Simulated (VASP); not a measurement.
Wanted: the native input for a VASP 6.6.1 run.

```
Task                   : single point
Functional             : PBE
Potentials or basis    : VASP PAW PBE potentials, release 64 (Cd, F)
Cutoff                 : 520 eV
k mesh                 : 8 × 8 × 8
Occupations            : gaussian, width 0.05 eV
Spin                   : no spin polarisation
Dipole correction      : no
Further INCAR settings : ALGO = Normal; EDIFF = 1e-06; NBANDS = 20
```

The structure of CdF2 lies in POSCAR:

```
CdF2
1.0
    0.0000000000      2.8382474496      2.6906585822
    2.8382474496      0.0000000000      2.6906585822
    2.8382474496      2.8382474496      0.0000000000
Cd F
1 2
Direct
    0.0000000000      0.0000000000      0.0000000000
    0.2500000000      0.2500000000      0.2500000000
    0.7500000000      0.7500000000      0.7500000000
```

This cell differs from its parent crystal: volume 14.450 Å^3 an atom, c/a of the conventional cell 0.9480.

These files were run (other wordings do the same):

INCAR

```
PREC = Accurate
ENCUT = 520
EDIFF = 1E-6
ISMEAR = 0
SIGMA = 0.05
LREAL = F
LASPH = T
NELM = 60
ALGO = Normal
ISIF = 2
LWAVE = F
LCHARG = T
GGA = PE
LELF = T
LVHAR = T
NBANDS = 20
```

KPOINTS

```
Automatic mesh
0
Gamma
  8 8 8
```

Potentials or basis: VASP PAW PBE potentials, release 64 (Cd, F).

Run with:

```console
$ cat potpaw_PBE.64/Cd/POTCAR potpaw_PBE.64/F/POTCAR > POTCAR
$ mpirun -np 1 vasp_std > vasp.out
```

Results of the run:

| Quantity | Value |
| --- | --- |
| Pressure | -3.9 GPa |
| Band gap on the k mesh | 2.60 eV, indirect (least direct gap 3.14 eV) |

Run time: 22 s on 1 thread of Intel(R) Xeon(R) 6975P-C (Granite Rapids) (shared host), peak memory 0.19 GiB.
